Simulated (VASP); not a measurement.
Runs of VASP 6.6.1 on LiBr. The structure is that of space group Fm-3m (No. 225), or close to it. The cells are those of the table. 

```tsv
task	cell	cutoff (eV)	gap on the mesh (eV)	pressure (GPa)
single point	a = 3.685 Å, angles 60.0°, 2 atoms	750	5.73	6.1
single point	a = 3.370 Å, angles 60.0°, 2 atoms	750	5.79	28.9
electric field gradients	a = 3.890 Å, angles 60.0°, 2 atoms	650	(a)	0.1
single point	a = 3.890 Å, angles 60.0°, 2 atoms	750	4.94	0.1
electric field gradients	a = 3.370 Å, angles 60.0°, 2 atoms	650	5.79	28.9
electric field gradients	a = 3.611 Å, angles 60.0°, 2 atoms	650	5.75	9.6
single point	a = 3.611 Å, angles 60.0°, 2 atoms	750	5.75	9.6
electric field gradients	a = 3.685 Å, angles 60.0°, 2 atoms	650	5.73	6.1
```

Alike in all rows: level PBE; potentials or basis VASP PAW PBE potentials, release 64 (Li_sv, Br); no spin polarisation; k mesh 9 × 9 × 9; smearing fermi-dirac 0.03 eV.

Question: Fill in the values left out.

Answer: (a) 4.95.

A k mesh can miss the band edges, and the runs leave out spin-orbit coupling on Br.
